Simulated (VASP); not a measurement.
# NiO (R-3m) in VASP: further runs

NiO is run at these levels: PBE+U; tasks: single point.

All numbers are computed with VASP 6.6.1; they aren't measurements. Logs are shortened: lines on timing, memory, paths and dates and some standing lists are left out, and cuts for length are marked.

### Step 1. The cell of the first run

The typed cell holds 4 atoms: a = 3.005 Å, b = 3.005 Å, c = 5.199 Å, α = 73.21°, β = 90.00°, γ = 60.00°.

### Step 2. Single point, PBE+U, collinear spin, antiferromagnetic start

The input, INCAR:

```
PREC = Accurate ; ENCUT = 520
EDIFF = 1E-6 ; ISMEAR = 0
SIGMA = 0.05 ; LREAL = False
LASPH = True ; NELM = 150
ALGO = Normal ; ISIF = 2
LWAVE = False ; LCHARG = False
ISPIN = 2 ; MAGMOM = 1.85 -1.85 0 0
LORBIT = 11 ; LMAXMIX = 4
LDAU = True ; LDAUTYPE = 2
LDAUL = 2 -1 ; LDAUU = 6.2 0
LDAUJ = 0 0 ; LDAUPRINT = 1
GGA = PE ; NBANDS = 28
```

The input, KPOINTS:

```
Automatic mesh
0
Gamma
  10 10 10
```

The input, POSCAR:

```
NiO
1.0
    0.0000000000      2.1246271167      2.1246271167
    2.1246271167      0.0000000000      2.1246271167
    4.2462729436      2.1216458269     -2.1216458269
Ni O
2 2
Direct
    0.0000000000      0.0000000000      0.0000000000
    0.5000000000      0.0000000000      0.5000000000
    0.7500000000      0.4999999999      0.2500000001
    1.2500000000      0.5000000001      0.7499999999
```

Potentials or basis: VASP PAW PBE potentials, release 64 (Ni, O).

Started as:

```console
> cat potpaw_PBE.64/Ni/POTCAR potpaw_PBE.64/O/POTCAR > POTCAR
> mpirun -np 1 vasp_std > vasp.out
```

OUTCAR:

```text
PREC = Accurate
   ENCUT = 520
   EDIFF = 1E-6
   ISMEAR = 0
   LREAL = False
   LASPH = True
   NELM = 150
   ISIF = 2
   ISPIN = 2
   LORBIT = 11
   GGA = PE

 ion  position               nearest neighbor table
   1  0.000  0.000  0.000-   3 2.12   3 2.12   4 2.12   4 2.12   3 2.12   4 2.12   2 3.00   2 3.00
                             2 3.00   2 3.00   2 3.00   2 3.00
   2  0.500  0.000  0.500-   3 2.12   4 2.12   4 2.12   4 2.12   3 2.12   3 2.12   1 3.00   1 3.00
                             1 3.00   1 3.00   1 3.00   1 3.00
   3  0.750  0.500  0.250-   2 2.12   2 2.12   2 2.12   1 2.12   1 2.12   1 2.12
   4  0.250  0.500  0.750-   2 2.12   2 2.12   2 2.12   1 2.12   1 2.12   1 2.12

  LATTYP: Found a trigonal (rhomboedric) cell.
 ALAT       =     5.1993841886
 COS(alpha) =     0.8330210899

  Lattice vectors:

 A1 = (   4.2462729436,   2.1216458269,  -2.1216458269)
 A2 = (   2.1216458269,   2.1216458269,  -4.2462729436)
 A3 = (   2.1216458269,   4.2462729436,  -2.1216458269)

Analysis of symmetry for initial positions (statically):
=====================================================================
 Subroutine PRICEL returns following result:

  LATTYP: Found a trigonal (rhomboedric) cell.
 ALAT       =     3.0025687632
 COS(alpha) =     0.4992977813
[... 12 lines left out ...]
 Subroutine GETGRP returns: Found 12 space group operations
 (whereof 12 operations were pure point group operations)
 out of a pool of 12 trial point group operations.

The static configuration has the point symmetry D_3d.

Analysis of symmetry for dynamics (positions and initial velocities):
=====================================================================
 Subroutine PRICEL returns following result:

  LATTYP: Found a trigonal (rhomboedric) cell.
 ALAT       =     3.0025687632
 COS(alpha) =     0.4992977813
[... 12 lines left out ...]
 Subroutine GETGRP returns: Found 12 space group operations
 (whereof 12 operations were pure point group operations)
 out of a pool of 12 trial point group operations.

The dynamic configuration has the point symmetry D_3d.

Analysis of structural, dynamic, and magnetic symmetry:
=====================================================================
 Subroutine PRICEL returns following result:

  LATTYP: Found a trigonal (rhomboedric) cell.
 ALAT       =     3.0025687632
 COS(alpha) =     0.4992977813
[... 12 lines left out ...]
 Subroutine GETGRP returns: Found 12 space group operations
 (whereof 12 operations were pure point group operations)
 out of a pool of 12 trial point group operations.

The overall configuration has the point symmetry D_3d.

 Subroutine INISYM returns: Found 12 space group operations
 (whereof 12 operations are pure point group operations),
 and found     2 'primitive' translations

----------------------------------------------------------------------------------------

                                     Primitive cell

  volume of cell :      19.1611

  direct lattice vectors                    reciprocal lattice vectors
[... 132 lines left out ...]
atom =   1  type =  1  l = 2

 onsite density matrix

spin component  1

  0.9822  0.0000 -0.0000  0.0000  0.0000
  0.0000  0.9822 -0.0000 -0.0000  0.0000
 -0.0000 -0.0000  1.0245 -0.0000  0.0000
  0.0000 -0.0000 -0.0000  0.9822 -0.0000
  0.0000  0.0000  0.0000 -0.0000  1.0245

spin component  2

  0.9804 -0.0000 -0.0001 -0.0000 -0.0000
 -0.0000  0.9804 -0.0000  0.0000  0.0001
 -0.0001 -0.0000  0.1445 -0.0000  0.0000
 -0.0000  0.0000 -0.0000  0.9804 -0.0001
 -0.0000  0.0001  0.0000 -0.0001  0.1445

 occupancies and eigenvectors

  o =  0.1445  v =  0.0000  0.0000  0.0000  0.0000  0.0000 -0.0001 -0.0000 -0.9993 -0.0000  0.0373      0.0000  0.0000  0.0000  0.0000  0.0000  0.0000  0.0000  0.0000  0.0000  0.0000
  o =  0.1445  v =  0.0000  0.0000  0.0000  0.0000  0.0000 -0.0000  0.0001 -0.0373 -0.0001 -0.9993      0.0000  0.0000  0.0000  0.0000  0.0000  0.0000  0.0000  0.0000  0.0000  0.0000
  o =  0.9804  v =  0.0000  0.0000  0.0000  0.0000  0.0000 -0.8111 -0.4869  0.0001 -0.3242 -0.0000      0.0000  0.0000  0.0000  0.0000  0.0000  0.0000  0.0000  0.0000  0.0000  0.0000
  o =  0.9804  v =  0.0000  0.0000  0.0000  0.0000  0.0000  0.0939 -0.6555 -0.0000  0.7494 -0.0001      0.0000  0.0000  0.0000  0.0000  0.0000  0.0000  0.0000  0.0000  0.0000  0.0000
  o =  0.9804  v =  0.0000  0.0000  0.0000  0.0000  0.0000 -0.5774  0.5774 -0.0000  0.5774 -0.0000      0.0000  0.0000  0.0000  0.0000  0.0000  0.0000  0.0000  0.0000  0.0000  0.0000
  o =  0.9822  v =  0.5774 -0.5774 -0.0000 -0.5774  0.0000  0.0000  0.0000  0.0000  0.0000  0.0000      0.0000  0.0000  0.0000  0.0000  0.0000  0.0000  0.0000  0.0000  0.0000  0.0000
  o =  0.9822  v = -0.4082 -0.8165 -0.0002  0.4083  0.0004  0.0000  0.0000  0.0000  0.0000  0.0000      0.0000  0.0000  0.0000  0.0000  0.0000  0.0000  0.0000  0.0000  0.0000  0.0000
  o =  0.9822  v =  0.7072  0.0001  0.0004  0.7071  0.0002  0.0000  0.0000  0.0000  0.0000  0.0000      0.0000  0.0000  0.0000  0.0000  0.0000  0.0000  0.0000  0.0000  0.0000  0.0000
  o =  1.0245  v = -0.0000 -0.0003  0.0914  0.0003 -0.9958  0.0000  0.0000  0.0000  0.0000  0.0000      0.0000  0.0000  0.0000  0.0000  0.0000  0.0000  0.0000  0.0000  0.0000  0.0000
  o =  1.0245  v =  0.0004  0.0002 -0.9958  0.0002 -0.0914  0.0000  0.0000  0.0000  0.0000  0.0000      0.0000  0.0000  0.0000  0.0000  0.0000  0.0000  0.0000  0.0000  0.0000  0.0000

atom =   2  type =  1  l = 2

 onsite density matrix

spin component  1

  0.9804 -0.0000 -0.0001 -0.0000 -0.0000
 -0.0000  0.9804 -0.0000  0.0000  0.0001
 -0.0001 -0.0000  0.1445 -0.0000  0.0000
 -0.0000  0.0000 -0.0000  0.9804 -0.0001
 -0.0000  0.0001  0.0000 -0.0001  0.1445

spin component  2

  0.9822  0.0000 -0.0000  0.0000  0.0000
  0.0000  0.9822 -0.0000 -0.0000  0.0000
 -0.0000 -0.0000  1.0245 -0.0000  0.0000
  0.0000 -0.0000 -0.0000  0.9822 -0.0000
  0.0000  0.0000  0.0000 -0.0000  1.0245

 occupancies and eigenvectors

  o =  0.1445  v = -0.0000 -0.0001 -0.0076  0.0001  1.0000  0.0000  0.0000  0.0000  0.0000  0.0000      0.0000  0.0000  0.0000  0.0000  0.0000  0.0000  0.0000  0.0000  0.0000  0.0000
  o =  0.1445  v = -0.0001 -0.0000 -1.0000 -0.0000 -0.0076  0.0000  0.0000  0.0000  0.0000  0.0000      0.0000  0.0000  0.0000  0.0000  0.0000  0.0000  0.0000  0.0000  0.0000  0.0000
  o =  0.9804  v = -0.7671 -0.1412  0.0001 -0.6258  0.0000  0.0000  0.0000  0.0000  0.0000  0.0000      0.0000  0.0000  0.0000  0.0000  0.0000  0.0000  0.0000  0.0000  0.0000  0.0000
  o =  0.9804  v =  0.2798  0.8042 -0.0000 -0.5244  0.0001  0.0000  0.0000  0.0000  0.0000  0.0000      0.0000  0.0000  0.0000  0.0000  0.0000  0.0000  0.0000  0.0000  0.0000  0.0000
  o =  0.9804  v = -0.5774  0.5774 -0.0000  0.5774  0.0000  0.0000  0.0000  0.0000  0.0000  0.0000      0.0000  0.0000  0.0000  0.0000  0.0000  0.0000  0.0000  0.0000  0.0000  0.0000
  o =  0.9822  v =  0.0000  0.0000  0.0000  0.0000  0.0000 -0.5774  0.5774  0.0000  0.5774  0.0000      0.0000  0.0000  0.0000  0.0000  0.0000  0.0000  0.0000  0.0000  0.0000  0.0000
  o =  0.9822  v =  0.0000  0.0000  0.0000  0.0000  0.0000  0.0997 -0.6520  0.0001  0.7517  0.0005      0.0000  0.0000  0.0000  0.0000  0.0000  0.0000  0.0000  0.0000  0.0000  0.0000
  o =  0.9822  v =  0.0000  0.0000  0.0000  0.0000  0.0000  0.8104  0.4915  0.0005  0.3188 -0.0001      0.0000  0.0000  0.0000  0.0000  0.0000  0.0000  0.0000  0.0000  0.0000  0.0000
  o =  1.0245  v =  0.0000  0.0000  0.0000  0.0000  0.0000  0.0000  0.0003  0.0000 -0.0003  1.0000      0.0000  0.0000  0.0000  0.0000  0.0000  0.0000  0.0000  0.0000  0.0000  0.0000
  o =  1.0245  v =  0.0000  0.0000  0.0000  0.0000  0.0000 -0.0004 -0.0002  1.0000 -0.0002 -0.0000      0.0000  0.0000  0.0000  0.0000  0.0000  0.0000  0.0000  0.0000  0.0000  0.0000

 number of electron      32.0000015 magnetization      -0.0000000

 Free energy of the ion-electron system (eV)
  ---------------------------------------------------
  ext. energy  EPLUGINS =         0.00000000
  ---------------------------------------------------
  free energy    TOTEN  =       -20.43796481 eV

  energy without entropy =      -20.43796481  energy(sigma->0) =      -20.43796481

 E-fermi :   5.9566     XC(G=0): -12.3507

 val. band max:        5.6624238464   @ k =   0.0000   0.0000   0.5000
 cond. band min:       8.7140234936   @ k =   0.0000   0.0000   0.0000
 fundamental gap:      3.0515996472
 Fermi energy:         5.9566018383

 spin component 1

 k-point     1 :       0.0000    0.0000    0.0000
  band No.  band energies     occupation
      1     -12.2066      1.00000
      2     -10.8986      1.00000
      3      -0.9507      1.00000
      4      -0.4297      1.00000
      5      -0.4297      1.00000
      6       1.4100      1.00000
[... 1481 lines left out ...]
     27      26.8202      0.00000
     28      27.6775      0.00000

 [... further k-points ...]
[... 5 lines left out ...]
  --------------------------------------------------------------------------------------
  -------------------------------------------------------------------------------------
  Total       -1.8321079     -1.8321079     -1.8321079      0.0026182     -0.0026182     -0.0026182
  in kB      -76.5968268    -76.5968268    -76.5968268      0.1094636     -0.1094636     -0.1094636
  external PRESSURE =     -76.5968268 kB  Pullay stress =       0.0000000 kB

 VOLUME and BASIS-vectors are now :
 -----------------------------------------------------------------------------
  energy-cutoff  :      520.00
  volume of cell :       38.32
      direct lattice vectors                 reciprocal lattice vectors
     0.000000000  2.124627117  2.124627117    -0.117626385  0.353044441  0.117626385
     2.124627117  0.000000000  2.124627117     0.235252770 -0.235418056  0.235418056
     4.246272944  2.121645827 -2.121645827     0.117791671  0.117791671 -0.117791671

 POSITION                                       TOTAL-FORCE (eV/Angst)
 -----------------------------------------------------------------------------------
      0.00000      0.00000      0.00000         0.000000      0.000000     -0.000000
      2.12314      2.12314      0.00149        -0.000000      0.000000     -0.000000
      2.12388      2.12388      2.12537         0.000000     -0.000000     -0.000000
      4.24702      2.12239      0.00224         0.000000      0.000000      0.000000
 -----------------------------------------------------------------------------------
    total drift:                                0.000000     -0.000000      0.000000

  FREE ENERGIE OF THE ION-ELECTRON SYSTEM (eV)
  ---------------------------------------------------
  free  energy   TOTEN  =       -20.4379648056 eV

  energy  without entropy=      -20.4379648056  energy(sigma->0) =      -20.43796481

 total charge

# of ion       s       p       d       tot
------------------------------------------
    1        0.327   0.385   8.200   8.913
    2        0.327   0.385   8.200   8.913
    3        1.550   3.447   0.000   4.997
    4        1.550   3.447   0.000   4.997
--------------------------------------------------
tot          3.755   7.664  16.401  27.820

 magnetization (x)

# of ion       s       p       d       tot
------------------------------------------
    1       -0.001  -0.004   1.763   1.758
    2        0.001   0.004  -1.763  -1.758
    3        0.000   0.000   0.000   0.000
    4        0.000   0.000   0.000   0.000
--------------------------------------------------
tot          0.000   0.000   0.000   0.000
```

Run time: 3.9 min. Hardware: 1 thread of Intel Xeon Platinum 8259CL at 2.50GHz (Skylake/Cascade Lake), shared host; peak memory 0.3 GiB.

What came out:

* Free energy: -20.4380 eV
* Pressure: -7.7 GPa
* Band gap on the k mesh: 3.05 eV
* Net moment: 0.00 μB per cell
* Site moments: Ni +1.76, -1.76; O +0.00 μB
* Valence electrons inside the program's atomic spheres: Ni 8.91; O 5.00

Eigenvalues of the final occupation matrices:
```tsv
site	spin	trace	eigenvalues
site 1 d	1	5.00	0.98 0.98 0.98 1.02 1.02
site 1 d	2	3.23	0.14 0.14 0.98 0.98 0.98
site 2 d	1	3.23	0.14 0.14 0.98 0.98 0.98
site 2 d	2	5.00	0.98 0.98 0.98 1.02 1.02
```

A k mesh can miss the band edges. The state reached can hang on the start; a lower one may exist.

### Step 3. Single point, PBE+U, collinear spin, antiferromagnetic start

This run uses another cell than the first one, of 9.60 Å³/atom, 1.002 times its volume.

The input, INCAR:

```
ALGO     = Normal         # electronic algorithm
EDIFF    = 1E-7           # SCF threshold, eV
ENCUT    = 520            # plane-wave cutoff, eV
GGA      = PE             # functional
ISIF     = 2              # what is computed and relaxed
ISMEAR   = 0              # smearing method
ISPIN    = 2              # spin polarisation
LASPH    = True           # aspherical terms in the spheres
LCHARG   = False          # write CHGCAR
LDAU     = True           # DFT+U
LDAUJ    = 0 0          
LDAUL    = 2 -1           # shell
LDAUPRINT= 1            
LDAUTYPE = 2            
LDAUU    = 6.2 0          # U, eV
LMAXMIX  = 4              # l up to which the mixer works
LORBIT   = 11             # projections on sites
LREAL    = False          # projectors in reciprocal space
LWAVE    = False          # write WAVECAR
MAGMOM   = 1.85 -1.85 0 0 # initial moments
NBANDS   = 28             # bands
NELM     = 150            # most SCF steps
PREC     = Accurate       # precision mode
SIGMA    = 0.05           # smearing width, eV
```

The input, KPOINTS:

```
k-points
0
Gamma
  10 10 10
```

The input, POSCAR:

```
NiO
1.0
    0.0000000000      2.1261677435      2.1261677435
    2.1261677435      0.0000000000      2.1261677435
    4.2493520353      2.1231842919     -2.1231842919
Ni O
2 2
Direct
    0.0000000000      0.0000000000      0.0000000000
    0.5000000000      0.0000000000      0.5000000000
    0.7500000000      0.4999999999      0.2500000001
    1.2500000000      0.5000000001      0.7499999999
```

Potentials or basis: VASP PAW PBE potentials, release 64 (Ni, O).

Started as:

```console
> cat potpaw_PBE.64/Ni/POTCAR potpaw_PBE.64/O/POTCAR > POTCAR
> mpirun -np 1 vasp_std > vasp.out
```

Run time: 4 min. Hardware: 1 thread of Intel Xeon Platinum 8259CL at 2.50GHz (Skylake/Cascade Lake), shared host; peak memory 0.3 GiB.

The run converged. Its results:

```
Free energy                                           : -20.4340 eV
Pressure                                              : -8.0 GPa
Band gap on the k mesh                                : 3.04 eV
Net moment                                            : 0.00 μB per cell
Site moments                                          : Ni +1.76, -1.76; O +0.00 μB
Valence electrons inside the program's atomic spheres : Ni 8.91; O 5.00
```

Levels at points of the mesh, in eV from the valence-band top:
Spin up:
| k point | band 14 | band 15 | band 16 | band 17 | band 18 | band 19 |
| --- | --- | --- | --- | --- | --- | --- |
| (0.00, 0.00, 0.00) | -0.68 | -0.68 | -0.67 | 3.04 | 4.24 | 4.24 |
| (0.50, 0.00, 0.00) | -1.66 | -1.22 | -0.58 | 4.17 | 4.19 | 8.74 |
| (0.00, 0.50, 0.00) | -1.97 | -0.63 | -0.53 | 4.41 | 4.54 | 7.15 |
| (0.00, 0.00, 0.50) | -1.25 | 0.00 | 0.00 | 4.11 | 4.11 | 5.74 |
Spin down:
```
           k point  band 12  band 13  band 14  band 15  band 16  band 17  band 18  band 19  band 20  band 21
(0.00, 0.00, 0.00)    -0.70    -0.70    -0.68    -0.68    -0.67     3.04     4.24     4.24     7.14    11.31
(0.50, 0.00, 0.00)    -2.21    -1.87    -1.66    -1.22    -0.58     4.17     4.19     8.74     9.04    10.93
(0.00, 0.50, 0.00)    -2.04    -1.98    -1.97    -0.63    -0.53     4.41     4.54     7.15     7.49    11.30
(0.00, 0.00, 0.50)    -1.93    -1.25    -1.25     0.00     0.00     4.11     4.11     5.74     5.86    12.99
```

Eigenvalues of the final occupation matrices:
```tsv
site	spin	trace	eigenvalues
site 1 d	1	4.99	0.98 0.98 0.98 1.02 1.02
site 1 d	2	3.23	0.14 0.14 0.98 0.98 0.98
site 2 d	1	3.23	0.14 0.14 0.98 0.98 0.98
site 2 d	2	4.99	0.98 0.98 0.98 1.02 1.02
```

A k mesh can miss the band edges. The state reached can hang on the start; a lower one may exist.
